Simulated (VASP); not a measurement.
Crystal: ZrC.

```xyz
4
Lattice="1.6506 0.9530 5.5444 -1.6506 0.9530 5.5444 0.0000 -1.9059 5.5444" Properties=species:S:1:pos:R:3 pbc="T T T"
Zr    0.0000    0.0000    4.5047
Zr    0.0000    0.0000   12.1285
C     0.0000    0.0000    8.3166
C     0.0000    0.0000    0.0000
```

| Property | Result |
| --- | --- |
| Program | VASP 6.6.1 |
| Task | relaxation of cell and atoms |
| Functional | PBE |
| Potentials or basis | VASP PAW PBE potentials, release 64 (Zr_sv, C) |
| Cutoff | 600 eV |
| k mesh | 6 × 6 × 6 |
| Occupations | gaussian, width 0.1 eV |
| Spin | no spin polarisation |

At the start: pressure 23.2 GPa; volume 13.08 Å³/atom.

Q: How do energy, volume and symmetry change on relaxing?

A: Over 10 steps the energy falls by 913.2 meV/atom and the volume is 13.07 Å³/atom (-0.1 %); space group R-3m (No. 166, to 0.1 Å) before, Fm-3m (No. 225, to 0.1 Å).

Step by step:
| step | energy change (eV) | largest force (eV/Å) | pressure (GPa) | volume (Å³) |
| --- | --- | --- | --- | --- |
| 1 | 0.0000 | 9.9075 | 23.17 | 52.33 |
| 2 | -1.1893 | 2.0102 | -31.86 | 67.99 |
| 3 | -2.8080 | 1.7808 | -22.33 | 60.10 |
| 4 | -2.8168 | 2.0907 | -21.15 | 59.68 |
| 5 | -3.0852 | 4.0393 | 19.37 | 48.88 |
| 6 | -3.6220 | 0.5173 | -3.56 | 53.16 |
| 7 | -3.6225 | 0.5982 | -3.06 | 53.03 |
| 8 | -3.6434 | 0.4952 | 1.87 | 51.85 |
| 9 | -3.6508 | 0.1081 | 0.12 | 52.24 |
| 10 | -3.6526 | 0.0118 | -0.03 | 52.28 |

Final structure:
```
CELL_PARAMETERS angstrom
1.66755 0.96276 5.42702
-1.66755 0.96276 5.42702
0.00000 -1.92552 5.42702
ATOMIC_POSITIONS crystal
Zr 0.24998 0.24998 0.24998
Zr 0.75002 0.75002 0.75002
C 0.50000 0.50000 0.50000
C 0.00000 0.00000 0.00000
```

Caveat: the k points lie up to 0.37 Å⁻¹ apart in the final cell, too coarse for converged energies and pressures of a metal.
